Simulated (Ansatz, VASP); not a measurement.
CsPbCl3 in VASP and in Ansatz

Contents of INCAR:

```
SYSTEM = CsPbCl3
  ALGO = Normal
  EDIFF = 1E-6
  EDIFFG = -0.01
  ENCUT = 600
  GGA = PE
  IBRION = 2
  ISIF = 3
  ISMEAR = 0
  LASPH = .True.
  LCHARG = .False.
  LREAL = .False.
  LWAVE = .False.
  NELM = 60
  NSW = 100
  PREC = Accurate
  SIGMA = 0.02
```

KPOINTS

```
k-points
0
Gamma
  6 6 6
  0 0 0
```

The input POSCAR:

```
CsPbCl3
1.0
    5.6798447700      0.0000000000      0.0000000000
    0.0000000000      5.6798447700      0.0000000000
    0.0000000000      0.0000000000      5.6798447700
Cs Pb Cl
1 1 3
Direct
    0.0000000000      0.0000000000      0.0000000000
    0.5000000000      0.5000000000      0.5000000000
    0.0000000000      0.5000000000      0.5000000000
    0.5000000000      0.0000000000      0.5000000000
    0.5000000000      0.5000000000      0.0000000000
```

Input for Ansatz:

```yaml
crystal:
  lattice:
    - [5.67984477, 0.0, 0.0]
    - [0.0, 5.67984477, 0.0]
    - [0.0, 0.0, 5.67984477]
  atoms:
    - { symbol: Cs, position: [0.0, 0.0, 0.0] }
    - { symbol: Pb, position: [0.5, 0.5, 0.5] }
    - { symbol: Cl, position: [0.0, 0.5, 0.5] }
    - { symbol: Cl, position: [0.5, 0.0, 0.5] }
    - { symbol: Cl, position: [0.5, 0.5, 0.0] }
basis:
  ecutwfc: 420
kpoints:
  mp_grid: { grid: [6, 6, 6] }
hamiltonian:
  xc: pbe
scf:
  occupations: { method: gaussian, width: 0.02 }
output:
  forces: true
  stress: true
  eigenvalues: true
relax:
  adjacent_minimum: "off"
  f_tol: 0.01
  max_steps: 80
  cell: { stress_tol: 0.05 }
```

Alike in both runs: task relaxation of cell and atoms; functional PBE; k mesh 6 × 6 × 6; occupations gaussian, width 0.02 eV; no spin polarisation.

|  | VASP | Ansatz |
| --- | --- | --- |
| version | VASP 6.6.1 | Ansatz 0.2.0 |
| potentials or method | VASP PAW PBE potentials, release 64 (Cs_sv, Pb_d, Cl), cutoff 600 eV | scalar-relativistic, plane waves, PAW |
| valence electrons in the cell | 44 | 44 |

Ansatz gave:

```
gap on the k mesh at the Fermi level, each at its own relaxed structure (eV) : 2.21
relaxed volume (Å³/atom)                                                     : 37.71
relaxed cell length with the largest relative difference (Å)                 : 5.734
```

Task: What did VASP give for the same quantities?

Result: gap on the k mesh at the Fermi level, each at its own relaxed structure (eV): 2.21; relaxed volume (Å³/atom): 37.69; relaxed cell length with the largest relative difference (Å): 5.733.

Neither program's run includes spin-orbit coupling.
